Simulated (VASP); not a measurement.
Input of a VASP 6.6.1 run:

Contents of INCAR:

```
SYSTEM = GaMo
ALGO = Normal
EDIFF = 1E-7
ENCUT = 520
GGA = PE
ISIF = 2
ISMEAR = 0
LASPH = .TRUE.
LCHARG = .FALSE.
LREAL = .FALSE.
LWAVE = .FALSE.
NBANDS = 20
NELM = 100
PREC = Accurate
SIGMA = 0.2
```

Contents of KPOINTS:

```
k-points
0
G
  6 6 6
  0 0 0
```

The input POSCAR:

```
GaMo
1.0
    0.0000000000      2.5656733335      2.5656733335
    2.5656733335      0.0000000000      2.5656733335
    2.5656733335      2.5656733335      0.0000000000
Ga Mo
1 1
Direct
    0.0000000000      0.0000000000      0.0000000000
    0.5000000000      0.5000000000      0.5000000000
```

Potentials or basis: VASP PAW PBE potentials, release 64 (Ga_d, Mo_sv).

The run is started by

```console
$ cat potpaw_PBE.64/Ga_d/POTCAR potpaw_PBE.64/Mo_sv/POTCAR > POTCAR
$ mpirun -np 1 vasp_std > vasp.out
```

Question: Estimate the pressure.

Answer: -0.1 GPa.
